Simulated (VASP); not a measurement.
A run of VASP 6.6.1 is set up as follows.

File INCAR:

```
SYSTEM = Nb
  PREC = Accurate
  ENCUT = 520
  EDIFF = 1E-6
  ISMEAR = -1
  SIGMA = 0.05
  LREAL = .FALSE.
  LASPH = .TRUE.
  NELM = 100
  ALGO = Normal
  ISIF = 2
  LWAVE = .FALSE.
  LCHARG = .FALSE.
  GGA = PE
  NBANDS = 12
```

File KPOINTS:

```
Automatic mesh
0
G
  15 15 14
  0 0 0
```

File POSCAR:

```
Nb
1.0
    2.6053921571      0.0000000000      0.0000000000
   -1.3026960786      2.2563357949      0.0000000000
    0.0000000000      0.0000000000      2.4702059612
Nb
1
Direct
    0.0000000000      0.0000000000      0.0000000000
```

Potentials or basis: VASP PAW PBE potentials, release 64 (Nb_sv).

Launch:

```sh
$ cat potpaw_PBE.64/Nb_sv/POTCAR > POTCAR
$ mpirun -np 1 vasp_std > vasp.out
```

Question: Estimate the pressure.

Answer: 71.3 GPa.

Stress tensor (GPa, compression positive):
```
71.28  0.00  0.00
 0.00 71.28  0.00
 0.00  0.00 71.43
```
